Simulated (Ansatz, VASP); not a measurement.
GaN: VASP beside Ansatz

```
Ga N
1.0
     3.18000    0.00000    0.00000
    -1.59000    2.75396    0.00000
     0.00000    0.00000    5.16600
Ga N
2 2
Direct
  0.36490 0.68978 0.00000
  0.63510 0.31022 0.50000
  0.30779 0.64797 0.37500
  0.69221 0.35203 0.87500
```

Change from the starting cell: mode 4 (140.5 1/cm) frozen in, largest displacement -0.090 Å.

Alike in both runs: task single point; functional r2SCAN; k mesh 12 × 12 × 6; occupations gaussian, width 0.05 eV; no spin polarisation.

```csv
,VASP,Ansatz
version,VASP 6.6.1,Ansatz 0.2.0
potentials or method,"VASP PAW PBE potentials, release 64 (Ga_d, N), cutoff 520 eV","scalar-relativistic, plane waves, PAW"
valence electrons in the cell,36,36
```

```csv
,VASP,Ansatz,Ansatz less VASP
gap on the k mesh at the Fermi level (eV),2.29,2.30,+0.007
least direct gap on the mesh (eV),2.29,2.30,+0.007
pressure (GPa),1.9,0.8,-1.09
"traceless stress, the component that is largest in VASP (GPa)",1.28,1.22,-0.057
rms of the force components (eV/Å),0.187,0.190,+0.0026
```

VASP's potentials were made for PBE, not for r2SCAN. Atom by atom the forces differ by 0.006 eV/Å (rms over components).
